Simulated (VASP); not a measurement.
# Ru: single point with PBEsol

Ru, a slab with vacuum:

```xyz
3
Lattice="2.6895 0.0000 0.0000 -1.3448 2.3292 0.0000 0.0000 0.0000 21.2519" Properties=species:S:1:pos:R:3 pbc="T T T"
Ru    0.0000    1.5528    8.5000
Ru    1.3448    0.7764   10.5512
Ru    0.0000    1.5528   12.6024
```

```json
{
 "Program": "VASP 6.6.1",
 "Task": "single point",
 "Functional": "PBEsol",
 "Potentials or basis": "VASP PAW PBE potentials, release 64 (Ru_pv)",
 "Cutoff": "400 eV",
 "k mesh": "12 × 12 × 1",
 "Occupations": "gaussian, width 0.1 eV",
 "Spin": "no spin polarisation",
 "Dipole correction": "yes",
 "Further INCAR settings": "ALGO = Normal; EDIFF = 1e-06; NBANDS = 28; NELMDL = -8"
}
```

```json
{"Largest force": "0.018 eV/Å", "Band gap on the k mesh": "zero (band 21 reaches 1.68 eV, above the bottom of band 22 at -0.60 eV)"}
```

Forces in eV/Å, atoms in the order of the input:
```
Ru   0.000  0.000 -0.018
Ru   0.000  0.000  0.000
Ru   0.000  0.000  0.018
```

Levels at points of the mesh, in eV from the Fermi level:
| k point | band 18 | band 19 | band 20 | band 21 | band 22 | band 23 | band 24 | band 25 |
| --- | --- | --- | --- | --- | --- | --- | --- | --- |
| (0.00, 0.00, 0.00) | -2.46 | -2.07 | -2.07 | -0.86 | -0.86 | -0.48 | 0.57 | 0.57 |
| (0.50, 0.00, 0.00) | -0.78 | -0.20 | 0.43 | 1.20 | 1.20 | 1.92 | 1.93 | 3.00 |

Run time: 100 s on 1 thread of Intel(R) Xeon(R) Platinum 8375C CPU @ 2.90GHz (Ice Lake), on a shared host, peak memory 0.2 GiB.

Caveat: the PAW data sets were made with another functional, which shifts forces and pressure a little.
